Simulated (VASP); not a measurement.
Write the native input for VASP 6.6.1 that does the following.

* Task: relaxation of cell and atoms
* Functional: PBEsol
* Potentials or basis: VASP PAW PBE potentials, release 64 (Hf_pv)
* Cutoff: 600 eV
* k mesh: 8 × 8 × 11
* Occupations: methfessel-paxton, width 0.1 eV
* Spin: no spin polarisation
* Target pressure: 30 GPa
* Dipole correction: no
* Further INCAR settings: ALGO = Normal; EDIFF = 1e-06; IBRION = 2; EDIFFG = -0.05; NSW = 80; ISIF = 3

The structure of Hf lies in POSCAR:

```
Hf
1.0
    4.9623300000      0.0000000000      0.0000000000
   -2.4811650000      4.2975030000      0.0000000000
    0.0000000000      0.0000000000      3.0862320000
Hf
3
Direct
    0.6666666667      0.3333333333      0.5000000000
    0.3333333333      0.6666666667      0.5000000000
    0.0000000000      0.0000000000      0.0000000000
```

This isn't the form of Hf at room conditions, which is hcp.

The input as run:

INCAR

```
  PREC = Accurate
  ENCUT = 600
  EDIFF = 1E-6
  ISMEAR = 1
  SIGMA = 0.1
  LREAL = F
  LASPH = T
  NELM = 60
  ALGO = Normal
  ISIF = 3
  LWAVE = F
  LCHARG = F
  GGA = PS
  IBRION = 2
  NSW = 80
  EDIFFG = -0.05
  PSTRESS = 300.0
```

KPOINTS

```
Automatic mesh
0
Gamma
  8 8 11
```

Potentials or basis: VASP PAW PBE potentials, release 64 (Hf_pv).

The run is started by

```sh
$ cat potpaw_PBE.64/Hf_pv/POTCAR > POTCAR
$ mpirun -np 1 vasp_std > vasp.out
```

It gave:

```json
{"Relaxed volume": "17.67 Å³/atom", "Relaxed cell": "a = 4.616 Å, b = 4.616 Å, c = 2.873 Å, α = 90.00°, β = 90.00°, γ = 120.00°", "Space group after relaxing (to 0.1 Å)": "P6/mmm (No. 191)", "Energy change on relaxing (the run minimises the enthalpy)": "+292.0 meV/atom", "Ionic steps": "5", "Pressure after relaxing": "30.1 GPa", "Band gap on the k mesh": "zero (bands 15 and 16 overlap by 1.01 eV)"}
```

Caveat: the cell is relaxed towards a set pressure, so the run minimises the enthalpy, not the energy; the volume moved by over 15 % at a fixed basis, so the end points are rough; the PAW data sets were made with another functional, which shifts forces and pressure a little; spin-orbit coupling is left out, which moves the levels of the heavy elements.

Wall time 5.9 min on 1 thread of Intel Xeon 8259CL, on a shared host, peak memory 0.26 GiB.
